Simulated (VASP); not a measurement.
Here is a VASP 6.6.1 calculation.

File INCAR:

```
SYSTEM = BN
  PREC = Accurate
  ENCUT = 520
  EDIFF = 1E-6
  ISMEAR = 0
  SIGMA = 0.05
  LREAL = Auto
  LASPH = .TRUE.
  NELM = 150
  ALGO = Normal
  ISIF = 2
  LWAVE = .FALSE.
  LCHARG = .FALSE.
  ISPIN = 2
  MAGMOM = 0.3 0.3 0.3 0.3 0.3 0.3 0.3 0.3 0.3 0.3 0.3 0.3 0.3 0.3 0.3 0.3 0.3 0.3 0.3 0.3 0.3 0.3 0.3 0.3 0.3 0.3 0.3 0.3
  LORBIT = 11
  GGA = PE
  NBANDS = 80
  KPAR = 2
  NCORE = 2
```

The input KPOINTS:

```
regular mesh
0
G
  1 1 9
  0 0 0
```

Contents of POSCAR:

```
BN
1.0
   15.3000000000      0.0000000000      0.0000000000
    0.0000000000     16.5000000000      0.0000000000
    0.0000000000      0.0000000000      3.6542714424
B N
14 14
Direct
    0.3473303731      0.5000000000      0.0000000000
    0.5848071126      0.5000000000      0.0000000000
    0.3592828945      0.4065860328      0.4783937084
    0.3592828945      0.5934139672      0.5216062916
    0.5981623270      0.3824278279      0.5263891119
    0.5981623270      0.6175721721      0.4736108881
    0.4648028417      0.3125436111      0.5178379807
    0.4731145491      0.5000000000      0.5000000000
    0.4648028417      0.6874563889      0.4821620193
    0.7001073066      0.5000000000      0.5000000000
    0.4710871537      0.3884282598      0.0135618819
    0.4710871537      0.6115717402     -0.0135618819
    0.6923801244      0.4078735381      0.0973947737
    0.6923801244      0.5921264619     -0.0973947737
    0.4025641213      0.3373588165      0.2751720562
    0.4102113690      0.5580875349      0.2166288499
    0.6641710944      0.3440641220      0.2905456619
    0.6473421435      0.5545469548      0.2287585958
    0.4102113690      0.4419124651      0.7833711501
    0.4025641213      0.6626411835      0.7248279438
    0.6473421435      0.4454530452      0.7712414042
    0.6641710944      0.6559358780      0.7094543381
    0.2989096559      0.5337032086      0.6469127302
    0.5277537864      0.3310766714      0.7583290649
    0.5291069687      0.5555478777      0.7421795420
    0.2989096559      0.4662967914      0.3530872698
    0.5291069687      0.4444521223      0.2578204580
    0.5277537864      0.6689233286      0.2416709351
```

Potentials or basis: VASP PAW PBE potentials, release 64 (B, N).

Run with:

```console
$ cat potpaw_PBE.64/B/POTCAR potpaw_PBE.64/N/POTCAR > POTCAR
$ mpirun -np 4 vasp_std > vasp.out
```

**Question.** Estimate the largest force.

**Answer.** 0.047 eV/Å.

**Question.** Predict the net moment.

**Answer.** 2.00 μB per cell.

**Question.** Predict the site moments.

**Answer.** B +0.00, -0.00, +0.01, +0.41, -0.02 (each value once); N +0.00, +0.32, +0.06, +0.01 (each value once) μB.

**Question.** Estimate the band gap on the k mesh.

**Answer.** 0.92 eV (least direct gap 0.99 eV).

Forces in eV/Å, atoms in the order of the input:
```
B   -0.039  0.000  0.000
B   -0.010  0.000  0.000
B   -0.036 -0.029 -0.008
B   -0.036  0.029  0.008
B   -0.030 -0.004  0.025
B   -0.030  0.004 -0.025
B   -0.017 -0.038 -0.001
B   -0.022  0.000  0.000
B   -0.017  0.038  0.001
B    0.011  0.000  0.000
B   -0.015 -0.014  0.007
B   -0.015  0.014 -0.007
B    0.027  0.000 -0.020
B    0.027  0.000  0.020
N    0.028 -0.006 -0.008
N    0.026 -0.009 -0.009
N    0.012 -0.020 -0.004
N    0.010 -0.005  0.005
N    0.026  0.009  0.009
N    0.028  0.006  0.008
N    0.010  0.005 -0.005
N    0.012  0.020  0.004
N   -0.008  0.003  0.012
N    0.016  0.013 -0.013
N    0.016  0.020 -0.007
N   -0.008 -0.003 -0.012
N    0.016 -0.020  0.007
N    0.016 -0.013  0.013
```
